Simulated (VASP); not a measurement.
# C (Fd-3m) in VASP: a series of runs, part 2 of 2

VASP 6.6.1. Earlier steps stand in the parts before.

### 3 Single point, PBE-based screened hybrid with 25 % exact exchange

File POSCAR:

```
C
1.0
    0.0000000000      1.7833700000      1.7833700000
    1.7833700000      0.0000000000      1.7833700000
    1.7833700000      1.7833700000      0.0000000000
C
2
Direct
    0.7500000000      0.7500000000      0.7500000000
    0.5000000000      0.5000000000      0.5000000000
```

File INCAR.step1:

```
SYSTEM = C
  PREC = Accurate
  ENCUT = 520
  EDIFF = 1E-5
  ISMEAR = -1
  SIGMA = 0.05
  LREAL = .False.
  LASPH = .True.
  NELM = 80
  ALGO = Normal
  ISIF = 2
  LWAVE = .True.
  LCHARG = .False.
  GGA = PE
  NBANDS = 11
```

File INCAR.step2:

```
SYSTEM = C
  PREC = Accurate
  ENCUT = 520
  EDIFF = 1E-6
  ISMEAR = -1
  SIGMA = 0.05
  LREAL = .False.
  LASPH = .True.
  NELM = 80
  ALGO = Normal
  ISIF = 2
  LWAVE = .False.
  LCHARG = .False.
  GGA = PE
  LHFCALC = .True.
  AEXX = 0.25
  HFSCREEN = 0.4
  PRECFOCK = Normal
  ISTART = 1
  NBANDS = 11
```

File KPOINTS:

```
Automatic mesh
0
Gamma
  7 7 7
  0 0 0
```

Potentials or basis: VASP PAW PBE potentials, release 64 (C).

Run with:

```sh
> cat potpaw_PBE.64/C/POTCAR > POTCAR
> cp INCAR.step1 INCAR
> mpirun -np 1 vasp_std > vasp.out
> cp INCAR.step2 INCAR
> mpirun -np 1 vasp_std > vasp.out
```

OUTCAR:

```text
SYSTEM = C
   PREC = Accurate
   ENCUT = 520
   EDIFF = 1E-6
   ISMEAR = -1
   LREAL = .False.
   LASPH = .True.
   NELM = 80
   ISIF = 2
   GGA = PE
   LHFCALC = .True.
   AEXX = 0.25
   HFSCREEN = 0.4
   PRECFOCK = Normal
   ISTART = 1

 ion  position               nearest neighbor table
   1  0.750  0.750  0.750-   2 1.54   2 1.54   2 1.54   2 1.54
   2  0.500  0.500  0.500-   1 1.54   1 1.54   1 1.54   1 1.54

  LATTYP: Found a face centered cubic cell.
 ALAT       =     3.5667400000

  Lattice vectors:

 A1 = (   0.0000000000,   1.7833700000,   1.7833700000)
 A2 = (   1.7833700000,   0.0000000000,   1.7833700000)
 A3 = (   1.7833700000,   1.7833700000,   0.0000000000)

Analysis of symmetry for initial positions (statically):
=====================================================================
 Subroutine PRICEL returns:
 Original cell was already a primitive cell.

 Routine SETGRP: Setting up the symmetry group for a
 face centered cubic supercell.

 Subroutine GETGRP returns: Found 48 space group operations
 (whereof 24 operations were pure point group operations)
 out of a pool of 48 trial point group operations.

The static configuration has the point symmetry T_d .
 The point group associated with its full space group is O_h .

Analysis of symmetry for dynamics (positions and initial velocities):
=====================================================================
 Subroutine PRICEL returns:
 Original cell was already a primitive cell.

 Routine SETGRP: Setting up the symmetry group for a
 face centered cubic supercell.

 Subroutine GETGRP returns: Found 48 space group operations
 (whereof 24 operations were pure point group operations)
 out of a pool of 48 trial point group operations.

The dynamic configuration has the point symmetry T_d .
 The point group associated with its full space group is O_h .

 Subroutine INISYM returns: Found 48 space group operations
 (whereof 24 operations are pure point group operations),
 and found     1 'primitive' translations

----------------------------------------------------------------------------------------

                                     Primitive cell

  volume of cell :      11.3437

  direct lattice vectors                    reciprocal lattice vectors
     0.000000000  1.783370000  1.783370000    -0.280368067  0.280368067  0.280368067
     1.783370000  0.000000000  1.783370000     0.280368067 -0.280368067  0.280368067
     1.783370000  1.783370000  0.000000000     0.280368067  0.280368067 -0.280368067

  length of vectors
     2.522066041  2.522066041  2.522066041     0.485611737  0.485611737  0.485611737

  position of ions in fractional coordinates (direct lattice)
     0.750000000  0.750000000  0.750000000
     0.500000000  0.500000000  0.500000000

  ion indices of the primitive-cell ions
   primitive index   ion index
                 1           1
                 2           2

----------------------------------------------------------------------------------------

 KPOINTS: Automatic mesh

Automatic generation of k-mesh.
[... 45 lines left out ...]
   total plane-waves  NPLWV =   8000
   dimension x,y,z NGX =    20 NGY =   20 NGZ =   20
   dimension x,y,z NGXF=    40 NGYF=   40 NGZF=   40
   ions per type =               2
   NGX,Y,Z   is equivalent  to a cutoff of  13.18, 13.18, 13.18 a.u.
   NGXF,Y,Z  is equivalent  to a cutoff of  26.37, 26.37, 26.37 a.u.
 SYSTEM =  C
   PREC   = accura    normal or accurate (medium, high low for compatibility)
   ISTART =      1    job   : 0-new  1-cont  2-samecut
   ICHARG =      0    charge: 1-file 2-atom 10-const
   ISPIN  =      1    spin polarized calculation?
   LNONCOLLINEAR =      F non collinear calculations
   LSORBIT =      F    spin-orbit coupling
   LASPH  =      T    aspherical Exc in radial PAW
   ENCUT  =  520.0 eV  38.22 Ry    6.18 a.u.   4.69  4.69  4.69*2*pi/ulx,y,z
   NELM   =     80;   NELMIN=  2; NELMDL=  0     # of ELM steps
   EDIFF  = 0.1E-05   stopping-criterion for ELM
   LREAL  =      F    real-space projection
   EDIFFG = 0.1E-04   stopping-criterion for IOM
   NSW    =      0    number of steps for IOM
   IBRION =     -1    ionic relax: 0-MD 1-quasi-New 2-CG
   NFREE  =      0    steps in history (QN), initial steepest desc. (CG)
   ISIF   =      2    stress and relaxation
   ISYM   =      3    0-nonsym 1-usesym 2-fastsym
   POTIM  = 0.5000    time-step for ionic-motion
   TEBEG  =    0.0;   TEEND  =   0.0 temperature during run
   PSTRESS=    0.0 pullay stress
   NELECT =       8.0000    total number of electrons
   NUPDOWN=      -1.0000    fix difference up-down
   EMIN   =  10.00;   EMAX   =-10.00  energy-range for DOS
   EFERMI =   0.00;   METHOD = LEGACY
   ISMEAR =    -1;   SIGMA  =   0.05  broadening in eV -4-tet -1-fermi 0-gaus
   EFERMI_NEDOS =   21; number of points for ismear=-14 and -15
   IALGO  =     38    algorithm
   IMIX   =      1    mixing-type and parameters
     AMIX     =   0.40;   BMIX     =  1.00
     AMIX_MAG =   1.60;   BMIX_MAG =  1.00
  volume/ion in A,a.u.               =       5.67        38.28
  Fermi-wavevector in a.u.,A,eV,Ry     =   1.457203  2.753714 28.891161  2.123440
  Thomas-Fermi vector in A             =   2.574032
   LORBIT       =      0    0 simple, 1 ext, 2 COOP (PROOUT), +10 PAW based schemes
   GGA     = PE    functional components
   LHFCALC =     T    Hartree Fock is set to
   PRECFOCK=normal    Normal, Fast or Accurate (Low or Medium for compatibility)
   ENCUT4O =  -1.0   cutoff for four orbital integrals eV
   NKREDX  =     1    reduce k-point grid by
   NKREDY  =     1    reduce k-point grid by
   NKREDZ  =     1    reduce k-point grid by
   AEXX    =    0.2500 exact exchange contribution
   HFSCREEN=    0.4000 screening length (either q_TF or 0.3 A-1)
   HFSCREENC=   0.4000 screening length for correlation (either q_TF or 0.3 A-1)
   ENCUTFOCK=  -1.0 apply spherical cutoff to Coloumb kernel
   IVDW    =     0    specifies the selected vdW correction
   LEPSILON=     F    determine dielectric tensor
   LRPA    =     F    only Hartree local field effects (RPA)
 non-spin polarized calculation
  energy-cutoff  :      520.00
  volume of cell :       11.34
 maximum number of plane-waves:       314
  NGX = 16; NGY = 16; NGZ = 16

 number of electron       7.9999999 magnetization

 Free energy of the ion-electron system (eV)
  ---------------------------------------------------
  ext. energy  EPLUGINS =         0.00000000
  ---------------------------------------------------
  free energy    TOTEN  =       -20.21285919 eV

  energy without entropy =      -20.21285919  energy(sigma->0) =      -20.21285919

 E-fermi :  10.4850     XC(G=0): -11.1287

 val. band max:        9.3314937801   @ k =   0.0000   0.0000   0.0000
 cond. band min:      14.3084838194   @ k =   0.4286   0.4286   0.0000
 fundamental gap:      4.9769900393
 Fermi energy:        10.4849706126

 k-point     1 :       0.0000    0.0000    0.0000
  band No.  band energies     occupation
      1     -13.9799      2.00000
      2       9.3315      2.00000
      3       9.3315      2.00000
      4       9.3315      2.00000
      5      15.8797      0.00000
      6      15.8797      0.00000
      7      15.8797      0.00000
      8      24.0730      0.00000
      9      29.7152      0.00000
     10      37.1213      0.00000
     11      37.1213      0.00000
[... 253 lines left out ...]
 k-point    20 :      -0.2857    0.4286    0.1429
  band No.  band energies     occupation
      1      -4.8691      2.00000
      2      -3.0236      2.00000
      3      -0.4354      2.00000
      4       2.2791      2.00000
      5      18.4192      0.00000
      6      22.2705      0.00000
      7      23.5736      0.00000
      8      24.4063      0.00000
      9      30.1145      0.00000
     10      33.9538      0.00000
     11      38.6395      0.00000

------------------------ aborting loop because EDIFF is reached ----------------------------------------

  FORCE on cell =-STRESS in cart. coord.  units (eV):
  Direction    XX          YY          ZZ          XY          YZ          ZX
  --------------------------------------------------------------------------------------
  -------------------------------------------------------------------------------------
  Total       -0.4434353     -0.4434353     -0.4434353     -0.0000000      0.0000000     -0.0000000
  in kB      -62.6305865    -62.6305865    -62.6305865     -0.0000000      0.0000000     -0.0000000
  external PRESSURE =     -62.6305865 kB  Pullay stress =       0.0000000 kB

 VOLUME and BASIS-vectors are now :
 -----------------------------------------------------------------------------
  energy-cutoff  :      520.00
  volume of cell :       11.34
      direct lattice vectors                 reciprocal lattice vectors
     0.000000000  1.783370000  1.783370000    -0.280368067  0.280368067  0.280368067
     1.783370000  0.000000000  1.783370000     0.280368067 -0.280368067  0.280368067
     1.783370000  1.783370000  0.000000000     0.280368067  0.280368067 -0.280368067

 POSITION                                       TOTAL-FORCE (eV/Angst)
 -----------------------------------------------------------------------------------
      2.67505      2.67505      2.67505        -0.000000     -0.000000     -0.000000
      1.78337      1.78337      1.78337         0.000000      0.000000      0.000000
 -----------------------------------------------------------------------------------
    total drift:                                0.000000      0.000000      0.000000

  FREE ENERGIE OF THE ION-ELECTRON SYSTEM (eV)
  ---------------------------------------------------
  free  energy   TOTEN  =       -20.2128591926 eV

  energy  without entropy=      -20.2128591926  energy(sigma->0) =      -20.21285919
```

It took 3.1 min on 1 thread of Intel Xeon Platinum 8488C (Sapphire Rapids), shared host; peak memory 0.21 GiB.

What came out:

```
Free energy            : -20.2129 eV
Pressure               : -6.3 GPa
Band gap on the k mesh : 4.98 eV (least direct gap 6.55 eV)
```

Levels at points of the mesh, in eV from the valence-band top:
| k point | band 2 | band 3 | band 4 | band 5 | band 6 | band 7 |
| --- | --- | --- | --- | --- | --- | --- |
| (0.00, 0.00, 0.00) | 0.00 | 0.00 | 0.00 | 6.55 | 6.55 | 6.55 |

Caveat: the k points lie up to 0.44 Å⁻¹ apart; the PAW data sets were made with another functional, which shifts forces and pressure a little; an odd mesh through Γ misses points on the zone boundary, where band edges can lie.

### 4 Single point, PBE-based screened hybrid with 25 % exact exchange

This run uses another cell than the first one, of 5.33 Å³/atom.

File POSCAR:

```
C
1.0
    0.0000000000      1.7469644787      1.7469644787
    1.7469644787      0.0000000000      1.7469644787
    1.7469644787      1.7469644787      0.0000000000
C
2
Direct
    0.7500000000      0.7500000000      0.7500000000
    0.5000000000      0.5000000000      0.5000000000
```

File INCAR.step1:

```
ALGO = Normal ; EDIFF = 1E-5
ENCUT = 520 ; GGA = PE
ISIF = 2 ; ISMEAR = -1
LASPH = True ; LCHARG = False
LREAL = False ; LWAVE = True
NBANDS = 11 ; NELM = 60
PREC = Accurate ; SIGMA = 0.05
```

File INCAR.step2:

```
AEXX = 0.25 ; ALGO = Normal
EDIFF = 1E-7 ; ENCUT = 520
GGA = PE ; HFSCREEN = 0.3
ISIF = 2 ; ISMEAR = -1
ISTART = 1 ; LASPH = True
LCHARG = False ; LHFCALC = True
LREAL = False ; LWAVE = False
NBANDS = 11 ; NELM = 60
PREC = Accurate ; PRECFOCK = Normal
SIGMA = 0.05
```

File KPOINTS:

```
k-points
0
Gamma
  7 7 7
```

Run with:

```sh
> cat potpaw_PBE.64/C/POTCAR > POTCAR
> cp INCAR.step1 INCAR
> mpirun -np 1 vasp_std > vasp.out
> cp INCAR.step2 INCAR
> mpirun -np 1 vasp_std > vasp.out
```

It took 6.4 min on 1 thread of Intel Xeon 8259CL, shared host; peak memory 0.21 GiB.

The run converged. Its results:

| Quantity | Value |
| --- | --- |
| Free energy | -20.5844 eV |
| Pressure | 23.9 GPa |
| Band gap on the k mesh | 5.32 eV (least direct gap 6.93 eV) |

Levels at points of the mesh, in eV from the valence-band top:
| k point | band 1 | band 2 | band 3 | band 4 | band 5 | band 6 | band 7 | band 8 | band 9 |
| --- | --- | --- | --- | --- | --- | --- | --- | --- | --- |
| (0.00, 0.00, 0.00) | -24.34 | 0.00 | 0.00 | 0.00 | 6.93 | 6.93 | 6.93 | 16.51 | 21.46 |

Caveat: the k points lie up to 0.44 Å⁻¹ apart; the PAW data sets were made with another functional, which shifts forces and pressure a little; an odd mesh through Γ misses points on the zone boundary, where band edges can lie.

### 5 Single point, PBE-based screened hybrid with 25 % exact exchange

This run uses another cell than the first one, of 5.44 Å³/atom.

File POSCAR:

```
C
1.0
    0.0000000000      1.7592674508      1.7592674508
    1.7592674508      0.0000000000      1.7592674508
    1.7592674508      1.7592674508      0.0000000000
C
2
Direct
    0.7500000000      0.7500000000      0.7500000000
    0.5000000000      0.5000000000      0.5000000000
```

File INCAR.step1:

```
PREC = Accurate ; ENCUT = 520
EDIFF = 1E-5 ; ISMEAR = -1
SIGMA = 0.05 ; LREAL = F
LASPH = T ; NELM = 60
ALGO = Normal ; ISIF = 2
LWAVE = T ; LCHARG = F
GGA = PE ; NBANDS = 11
```

File INCAR.step2:

```
PREC = Accurate ; ENCUT = 520
EDIFF = 1E-7 ; ISMEAR = -1
SIGMA = 0.05 ; LREAL = F
LASPH = T ; NELM = 60
ALGO = Normal ; ISIF = 2
LWAVE = F ; LCHARG = F
GGA = PE ; LHFCALC = T
AEXX = 0.25 ; HFSCREEN = 0.3
PRECFOCK = Normal ; ISTART = 1
NBANDS = 11
```

File KPOINTS:

```
regular mesh
0
Gamma
  7 7 7
```

Run with:

```sh
> cat potpaw_PBE.64/C/POTCAR > POTCAR
> cp INCAR.step1 INCAR
> mpirun -np 1 vasp_std > vasp.out
> cp INCAR.step2 INCAR
> mpirun -np 1 vasp_std > vasp.out
```

It took 6.5 min on 1 thread of Intel Xeon 8259CL, shared host; peak memory 0.22 GiB.

Results (log left out):

- Free energy: -20.6106 eV
- Pressure: 12.7 GPa
- Band gap on the k mesh: 5.27 eV (least direct gap 6.87 eV)

Levels at points of the mesh, in eV from the valence-band top:
```
           k point  band 2  band 3  band 4  band 5  band 6  band 7
(0.00, 0.00, 0.00)    0.00    0.00    0.00    6.87    6.87    6.87
```

Caveat: the k points lie up to 0.44 Å⁻¹ apart; the PAW data sets were made with another functional, which shifts forces and pressure a little; an odd mesh through Γ misses points on the zone boundary, where band edges can lie.

### 6 Single point, PBE-based screened hybrid with 25 % exact exchange

This run uses another cell than the first one, of 5.56 Å³/atom.

File POSCAR:

```
C
1.0
    0.0000000000      1.7714007132      1.7714007132
    1.7714007132      0.0000000000      1.7714007132
    1.7714007132      1.7714007132      0.0000000000
C
2
Direct
    0.7500000000      0.7500000000      0.7500000000
    0.5000000000      0.5000000000      0.5000000000
```

File INCAR.step1:

```
SYSTEM = C
PREC = Accurate
ENCUT = 520
EDIFF = 1E-5
ISMEAR = -1
SIGMA = 0.05
LREAL = .False.
LASPH = .True.
NELM = 60
ALGO = Normal
ISIF = 2
LWAVE = .True.
LCHARG = .False.
GGA = PE
NBANDS = 11
```

File INCAR.step2:

```
SYSTEM = C
PREC = Accurate
ENCUT = 520
EDIFF = 1E-7
ISMEAR = -1
SIGMA = 0.05
LREAL = .False.
LASPH = .True.
NELM = 60
ALGO = Normal
ISIF = 2
LWAVE = .False.
LCHARG = .False.
GGA = PE
LHFCALC = .True.
AEXX = 0.25
HFSCREEN = 0.3
PRECFOCK = Normal
ISTART = 1
NBANDS = 11
```

File KPOINTS:

```
regular mesh
0
Gamma
  7 7 7
  0 0 0
```

Potentials or basis: VASP PAW PBE potentials, release 64 (C).

Run with:

```sh
> cat potpaw_PBE.64/C/POTCAR > POTCAR
> cp INCAR.step1 INCAR
> mpirun -np 1 vasp_std > vasp.out
> cp INCAR.step2 INCAR
> mpirun -np 1 vasp_std > vasp.out
```

Wall time 5.1 min (1 thread of Intel Xeon 8259CL, shared host); peak memory 0.22 GiB.

The run converged. Its results:

```
Free energy            : -20.6217 eV
Pressure               : 2.5 GPa
Band gap on the k mesh : 5.22 eV (least direct gap 6.81 eV)
```

Levels at points of the mesh, in eV from the valence-band top:
| k point | band 1 | band 2 | band 3 | band 4 | band 5 | band 6 | band 7 | band 8 |
| --- | --- | --- | --- | --- | --- | --- | --- | --- |
| (0.00, 0.00, 0.00) | -23.73 | 0.00 | 0.00 | 0.00 | 6.81 | 6.81 | 6.81 | 15.48 |

Caveat: the k points lie up to 0.44 Å⁻¹ apart; the PAW data sets were made with another functional, which shifts forces and pressure a little; an odd mesh through Γ misses points on the zone boundary, where band edges can lie.

### 7 Summary

```csv
cell,screening parameter,gap on the mesh (eV),pressure (GPa)
"a = 2.522 Å, angles 60.0°, 2 atoms",0.2 1/Å,5.42,-7.3
"a = 2.522 Å, angles 60.0°, 2 atoms",0.4 1/Å,4.98,-6.3
"a = 2.471 Å, angles 60.0°, 2 atoms",0.3 1/Å,5.32,23.9
"a = 2.488 Å, angles 60.0°, 2 atoms",0.3 1/Å,5.27,12.7
"a = 2.505 Å, angles 60.0°, 2 atoms",0.3 1/Å,5.22,2.5
```

Alike in all rows: task single point; level PBE-based screened hybrid with 25 % exact exchange; potentials or basis VASP PAW PBE potentials, release 64 (C); no spin polarisation; k mesh 7 × 7 × 7; cutoff (eV) 520; smearing fermi-dirac 0.05 eV.

Caveats: all runs use coarse meshes; the PAW data sets were made with another functional, which shifts forces and pressure a little; an odd mesh through Γ misses points on the zone boundary, where band edges can lie.

Absolute energies hang on the potentials; compare differences alone.
